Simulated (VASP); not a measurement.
A run of VASP 6.6.1 is set up as follows.

The input INCAR:

```
PREC     = Accurate       # precision mode
ENCUT    = 600            # plane-wave cutoff, eV
EDIFF    = 1E-6           # SCF threshold, eV
ISMEAR   = 0              # smearing method
SIGMA    = 0.02           # smearing width, eV
LREAL    = F              # projectors in reciprocal space
LASPH    = T              # aspherical terms in the spheres
NELM     = 100            # most SCF steps
ALGO     = Normal         # electronic algorithm
ISIF     = 4              # what is computed and relaxed
LWAVE    = F              # write WAVECAR
LCHARG   = F              # write CHGCAR
GGA      = PE             # functional
IBRION   = 2              # ionic algorithm
NSW      = 50             # ionic steps
EDIFFG   = -0.01          # ionic threshold
```

Contents of KPOINTS:

```
Automatic mesh
0
Gamma
  12 12 6
```

The input POSCAR:

```
SiC
1.0
    3.1524048200      0.0000000000      0.0000000000
   -1.5762024100      2.7300626571      0.0000000000
    0.0000000000      0.0000000000      5.1735369175
Si C
2 2
Direct
    0.3333333333      0.6666666667      0.0045635120
    0.6666666667      0.3333333333      0.5045635120
    0.3333333333      0.6666666667      0.3804364880
    0.6666666667      0.3333333333      0.8804364880
```

Potentials or basis: VASP PAW PBE potentials, release 64 (Si, C).

Launch:

```sh
$ cat potpaw_PBE.64/Si/POTCAR potpaw_PBE.64/C/POTCAR > POTCAR
$ mpirun -np 1 vasp_std > vasp.out
```

Estimate the band gap on the k mesh.

2.41 eV, indirect (least direct gap 3.84 eV).

Forces in eV/Å, atoms in the order of the input:
```
Si   0.000  0.000  0.008
Si   0.000  0.000  0.008
C    0.000  0.000 -0.008
C    0.000  0.000 -0.008
```

 A k mesh can miss the band edges.
